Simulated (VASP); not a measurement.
ScPt3, 4 atoms in the cell. Symmetry: Pm-3m, No. 221, cubic system. The conventional cell has a = 3.912 Å, b = 3.912 Å, c = 3.912 Å, α = 90.00°, β = 90.00°, γ = 90.00°. Within 3.6 Å of Sc (site symmetry m-3m) lie 12 Pt at 2.77 Å. Pt (site symmetry 4/mmm) has 4 Sc at 2.77 Å and 8 Pt at 2.77 Å within 3.6 Å. 

* Program: VASP 6.6.1
* Task: single point
* Functional: PBEsol
* Potentials or basis: VASP PAW PBE potentials, release 64 (Sc_sv, Pt)
* Cutoff: 520 eV
* k mesh: 10 × 10 × 10
* Occupations: gaussian, width 0.1 eV
* Spin: no spin polarisation
* Dipole correction: no
* Further INCAR settings: ALGO = Normal; EDIFF = 1e-06; NBANDS = 28

Potentials or basis: VASP PAW PBE potentials, release 64 (Sc_sv, Pt).

The run is started by

```bash
$ cat potpaw_PBE.64/Sc_sv/POTCAR potpaw_PBE.64/Pt/POTCAR > POTCAR
$ mpirun -np 1 vasp_std > vasp.out
```

Hardware: 1 thread of Intel Xeon 8259CL, with other jobs on the host.

**Question.** Estimate the wall time of this run.

**Answer.** It took 100 s on 1 thread of Intel Xeon 8259CL, on a shared host, peak memory 0.23 GiB. Counts: scf iterations 12, k points 56.
